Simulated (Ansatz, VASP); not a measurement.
One calculation of Co, two programs

```
Co
1.0
     2.49371    0.00000    0.00000
    -1.24686    2.15962    0.00000
     0.00000    0.00000    4.03009
Co
2
Direct
  0.33333 0.66667 0.25000
  0.66667 0.33333 0.75000
```

Alike in both runs: functional PBE; k mesh 20 × 20 × 12; occupations gaussian, width 0.05 eV; collinear spin.

Ansatz relaxed the structure, and its values are those at the end. VASP's run is a single point on that final structure, the one shown.

|  | VASP | Ansatz |
| --- | --- | --- |
| version | VASP 6.6.1 | Ansatz 0.2.0 |
| potentials or method | VASP PAW PBE potentials, release 64 (Co), cutoff 520 eV | scalar-relativistic, plane waves, PAW |
| valence electrons in the cell | 18 | 34 |

VASP gave:

```
gap on the k mesh at the Fermi level (eV)                     : none
pressure (GPa)                                                : -0.7
net moment per atom (μB)                                      : 1.60
size of the moment on the site where the two differ most (μB) : 1.62
```

Task: What did Ansatz give for the same quantities?

Result: gap on the k mesh at the Fermi level (eV): none; pressure (GPa): 0.0; net moment per atom (μB): 1.60; size of the moment on the site where the two differ most (μB): 1.68.

Site moments also hang on the region over which each program counts them. A gap of «none» marks a metal or a gap that the smearing closes. With one functional, cell and mesh, what is left measures potentials, basis and numerics. VASP's potentials hold 18 valence electrons a cell and Ansatz's 34, so a difference there can come from the potentials and not from the codes.
